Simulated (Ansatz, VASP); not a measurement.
One calculation of PbF2, two programs

File POSCAR:

```
PbF2
1.0
    0.0000000000      2.9458082836      2.9458082836
    2.9458082836      0.0000000000      2.9458082836
    2.9458082836      2.9458082836      0.0000000000
Pb F
1 2
Direct
    0.0000000000      0.0000000000      0.0000000000
    0.2500000000      0.2500000000      0.2500000000
    0.7500000000      0.7500000000      0.7500000000
```

INCAR.step1

```
SYSTEM = PbF2
  ALGO = Normal
  EDIFF = 1E-4
  ENCUT = 520
  GGA = PE
  ISMEAR = 0
  LASPH = .TRUE.
  LCHARG = .FALSE.
  LREAL = .FALSE.
  LWAVE = .TRUE.
  NBANDS = 21
  NELM = 80
  PREC = Accurate
  SIGMA = 0.001
```

Contents of INCAR.step2:

```
SYSTEM = PbF2
  ALGO = Normal
  EDIFF = 1E-6
  ENCUT = 520
  ISIF = 2
  ISMEAR = 0
  ISTART = 1
  LASPH = .TRUE.
  LCHARG = .FALSE.
  LMIXTAU = .TRUE.
  LREAL = .FALSE.
  LWAVE = .FALSE.
  METAGGA = R2SCAN
  NBANDS = 21
  NELM = 80
  PREC = Accurate
  SIGMA = 0.001
```

File KPOINTS:

```
k-points
0
G
  6 6 6
  0 0 0
```

Input for Ansatz:

```yaml
crystal:
  lattice:
    - [0.0, 2.9458082836, 2.9458082836]
    - [2.9458082836, 0.0, 2.9458082836]
    - [2.9458082836, 2.9458082836, 0.0]
  atoms:
    - { symbol: Pb, position: [0.0, 0.0, 0.0] }
    - { symbol: F, position: [0.25, 0.25, 0.25] }
    - { symbol: F, position: [0.75, 0.75, 0.75] }
kpoints:
  mp_grid: { grid: [6, 6, 6] }
hamiltonian:
  xc: r2scan
scf:
  occupations: { method: gaussian, width: 0.001 }
  n_extra_bands: 4
output:
  forces: true
  stress: true
  eigenvalues: true
```

Alike in both runs: task single point; functional r2SCAN; k mesh 6 × 6 × 6; occupations gaussian, width 0.001 eV; no spin polarisation.

|  | VASP | Ansatz |
| --- | --- | --- |
| version | VASP 6.6.1 | Ansatz 0.2.0 |
| potentials or method | VASP PAW PBE potentials, release 64 (Pb_d, F) | plane waves |
| plane-wave cutoff (eV) | 520 | 500 |
| valence electrons in the cell | 28 | 28 |

Ansatz gave:

| Quantity | Value |
| --- | --- |
| gap on the k mesh at the Fermi level (eV) | 4.96 |
| pressure (GPa) | 1.2 |

Task: Estimate VASP's values.

Result: gap on the k mesh at the Fermi level (eV): 4.96; pressure (GPa): 1.1.

VASP's potentials were made for PBE, not for r2SCAN.

Neither program's run includes spin-orbit coupling.
